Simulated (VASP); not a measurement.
Wanted: the native input for a VASP 6.6.1 run.

```
Task                   : relaxation of cell and atoms
Functional             : LDA
Potentials or basis    : VASP PAW LDA potentials, release 64 (Ti_sv, Pt_sv_GW)
Cutoff                 : 570 eV
k mesh                 : 10 × 10 × 10
Occupations            : gaussian, width 0.1 eV
Spin                   : no spin polarisation
Dipole correction      : no
Further INCAR settings : ALGO = Normal; EDIFF = 1e-07; IBRION = 2; EDIFFG = -0.005; NSW = 70; ISIF = 3
```

The structure of TiPt3 lies in POSCAR:

```
TiPt3
1.0
    3.9481842883      0.0000000000      0.0000000000
    0.0000000000      3.9481842883      0.0000000000
    0.0000000000      0.0000000000      3.9481842883
Ti Pt
1 3
Direct
    0.0000000000      0.0000000000      0.0000000000
    0.0000000000      0.5000000000      0.5000000000
    0.5000000000      0.0000000000      0.5000000000
    0.5000000000      0.5000000000      0.0000000000
```

The input as run:

INCAR

```
SYSTEM = TiPt3
  ALGO = Normal
  EDIFF = 1E-7
  EDIFFG = -0.005
  ENCUT = 570
  GGA_COMPAT = .False.
  IBRION = 2
  ISIF = 3
  ISMEAR = 0
  LASPH = .True.
  LCHARG = .False.
  LREAL = .False.
  LWAVE = .False.
  NELM = 120
  NELMIN = 4
  NSW = 70
  PREC = Accurate
  SIGMA = 0.1
```

KPOINTS

```
k-points
0
Gamma
  10 10 10
  0 0 0
```

Potentials or basis: VASP PAW LDA potentials, release 64 (Ti_sv, Pt_sv_GW).

Command:

```bash
$ cat potpaw_LDA.64/Ti_sv/POTCAR potpaw_LDA.64/Pt_sv_GW/POTCAR > POTCAR
$ mpirun -np 1 vasp_std > vasp.out
```

It gave:

| Property | Result |
| --- | --- |
| Relaxed volume | 14.53 Å³/atom |
| Relaxed cell | a = 3.873 Å, b = 3.873 Å, c = 3.873 Å, α = 90.00°, β = 90.00°, γ = 90.00° |
| Space group after relaxing (to 0.1 Å) | Pm-3m (No. 221) |
| Energy gained by relaxing | 40.7 meV/atom |
| Ionic steps | 7 |
| Pressure after relaxing | 0.0 GPa |
| Band gap on the k mesh | zero (bands 33 and 34 overlap by 1.87 eV) |

Caveat: spin-orbit coupling is left out, which moves the levels of the heavy elements.

Wall time 9.8 min on 1 thread of Intel(R) Xeon(R) Platinum 8488C (Sapphire Rapids), with other jobs on the host, peak memory 0.25 GiB.
